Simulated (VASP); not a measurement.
Here is a VASP 6.6.1 calculation.

Contents of INCAR:

```
SYSTEM = GaSb5
PREC     = Accurate       ! precision mode
ENCUT    = 520            ! plane-wave cutoff, eV
EDIFF    = 1E-6           ! SCF threshold, eV
ISMEAR   = 0              ! smearing method
SIGMA    = 0.1            ! smearing width, eV
LREAL    = .FALSE.        ! projectors in reciprocal space
LASPH    = .TRUE.         ! aspherical terms in the spheres
NELM     = 100            ! most SCF steps
ALGO     = Normal         ! electronic algorithm
ISIF     = 2              ! what is computed and relaxed
LWAVE    = .FALSE.        ! write WAVECAR
LCHARG   = .FALSE.        ! write CHGCAR
GGA      = PE             ! functional
NBANDS   = 28             ! bands
```

File KPOINTS:

```
regular mesh
0
G
  6 6 1
  0 0 0
```

POSCAR

```
GaSb5
1.0
    3.6449767500      0.0000000000      0.0000000000
   -1.8224883700      3.1566424600      0.0000000000
    0.0000000000      0.0000000000     18.4191268800
Ga Sb
1 5
Direct
    0.0000000000      0.0000000000      0.0000000000
    0.6666666700      0.3333333300      0.8349520000
    0.0000000000      0.0000000000      0.6673210300
    0.6666666700      0.3333333300      0.5000000000
    0.0000000000      0.0000000000      0.3326789700
    0.6666666700      0.3333333300      0.1650480000
```

Potentials or basis: VASP PAW PBE potentials, release 64 (Ga_d, Sb).

Command:

```bash
$ cat potpaw_PBE.64/Ga_d/POTCAR potpaw_PBE.64/Sb/POTCAR > POTCAR
$ mpirun -np 1 vasp_std > vasp.out
```

Q: Predict the largest force.

A: 0.136 eV/Å.

Q: What does it give for the pressure?

A: -8.4 GPa.

Stress tensor (GPa, compression positive):
```
-8.85  0.00  0.00
 0.00 -8.85  0.00
 0.00  0.00 -7.61
```

Caveat: the cell stands under tension.
